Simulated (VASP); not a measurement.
Wanted: the native input for a VASP 6.6.1 run.

| Quantity | Value |
| --- | --- |
| Task | single point |
| Functional | LDA |
| Potentials or basis | VASP PAW LDA potentials, release 64 (Sc_sv) |
| Cutoff | 520 eV |
| k mesh | 18 × 18 × 10 |
| Occupations | gaussian, width 0.15 eV |
| Spin | no spin polarisation |
| Dipole correction | no |
| Further INCAR settings | ALGO = Fast; EDIFF = 1e-06; NBANDS = 18 |

The structure of Sc lies in POSCAR:

```
Sc
1.0
    3.4080618342      0.0000000000      0.0000000000
   -1.7040309171      2.9514681261      0.0000000000
    0.0000000000      0.0000000000      5.4260400000
Sc
2
Direct
    0.3333333333      0.6666666667      0.2500000000
    0.6666666667      0.3333333333      0.7500000000
```

This cell differs from its parent crystal: strain +0.030 along x and y, +0.030 along z.

These files were run (other wordings do the same):

INCAR

```
ALGO = Fast
EDIFF = 1E-6
ENCUT = 520
ISIF = 2
ISMEAR = 0
LASPH = T
LCHARG = F
LREAL = F
LWAVE = F
NBANDS = 18
NELM = 100
PREC = Accurate
SIGMA = 0.15
```

KPOINTS

```
k-points
0
Gamma
  18 18 10
```

Potentials or basis: VASP PAW LDA potentials, release 64 (Sc_sv).

Run with:

```bash
$ cat potpaw_LDA.64/Sc_sv/POTCAR > POTCAR
$ mpirun -np 1 vasp_std > vasp.out
```

Results of the run:

| Property | Result |
| --- | --- |
| Pressure | -8.4 GPa |
| Band gap on the k mesh | zero (band 11 reaches 3.69 eV, above the bottom of band 12 at 2.49 eV) |

Caveat: the cell differs from its parent crystal (strain +0.030 along x and y, +0.030 along z).

It took 2.7 min on 1 thread of Intel(R) Xeon(R) 6975P-C (Granite Rapids), on a shared host, peak memory 0.29 GiB.
